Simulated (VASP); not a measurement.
Input of a VASP 6.6.1 run:

Contents of INCAR:

```
ALGO     = Normal         # electronic algorithm
EDIFF    = 1E-6           # SCF threshold, eV
ENCUT    = 520            # plane-wave cutoff, eV
GGA      = PE             # functional
ISIF     = 2              # what is computed and relaxed
ISMEAR   = 0              # smearing method
LASPH    = True           # aspherical terms in the spheres
LCHARG   = False          # write CHGCAR
LREAL    = False          # projectors in reciprocal space
LWAVE    = False          # write WAVECAR
NBANDS   = 8              # bands
NELM     = 80             # most SCF steps
PREC     = Accurate       # precision mode
SIGMA    = 0.1            # smearing width, eV
```

KPOINTS

```
k-points
0
Gamma
  8 8 4
```

The input POSCAR:

```
Li
1.0
    1.2411493700     -1.9928509000      0.0000000000
    1.2411493700      1.9928509000      0.0000000000
    0.0000000000      0.0000000000      4.0098420500
Li
1
Direct
    0.0000000000      0.0000000000      0.5000000000
```

Potentials or basis: VASP PAW PBE potentials, release 64 (Li_sv).

Run with:

```console
$ cat potpaw_PBE.64/Li_sv/POTCAR > POTCAR
$ mpirun -np 1 vasp_std > vasp.out
```

Question: What does it give for the band gap on the k mesh?

Answer: Zero (an odd number of electrons rules out a gap without spin polarisation).

Caveat: the k points lie up to 0.39 Å⁻¹ apart, too coarse for converged energies and pressures of a metal.
